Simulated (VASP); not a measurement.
Input of a VASP 6.6.1 run:

Contents of INCAR:

```
SYSTEM = ZnBi3
PREC = Accurate ; ENCUT = 520
EDIFF = 1E-7 ; ISMEAR = -1
SIGMA = 0.05 ; LREAL = .FALSE.
LASPH = .TRUE. ; NELM = 100
ALGO = Normal ; ISIF = 2
LWAVE = .FALSE. ; LCHARG = .FALSE.
GGA = PE ; NBANDS = 36
```

File KPOINTS:

```
Automatic mesh
0
G
  6 6 6
  0 0 0
```

File POSCAR:

```
ZnBi3
1.0
    4.5067496156      0.0000000000      0.0000000000
    0.0000000000      4.5067496156      0.0000000000
    0.0000000000      0.0000000000      4.5067496156
Bi Zn
3 1
Direct
    0.5000000000      0.5000000000      0.0000000000
    0.5000000000      0.0000000000      0.5000000000
    0.0000000000      0.5000000000      0.5000000000
    0.0000000000      0.0000000000      0.0000000000
```

Potentials or basis: VASP PAW PBE potentials, release 64 (Bi_d, Zn).

Run with:

```bash
$ cat potpaw_PBE.64/Bi_d/POTCAR potpaw_PBE.64/Zn/POTCAR > POTCAR
$ mpirun -np 1 vasp_std > vasp.out
```

What does it give for the pressure?

20.0 GPa.
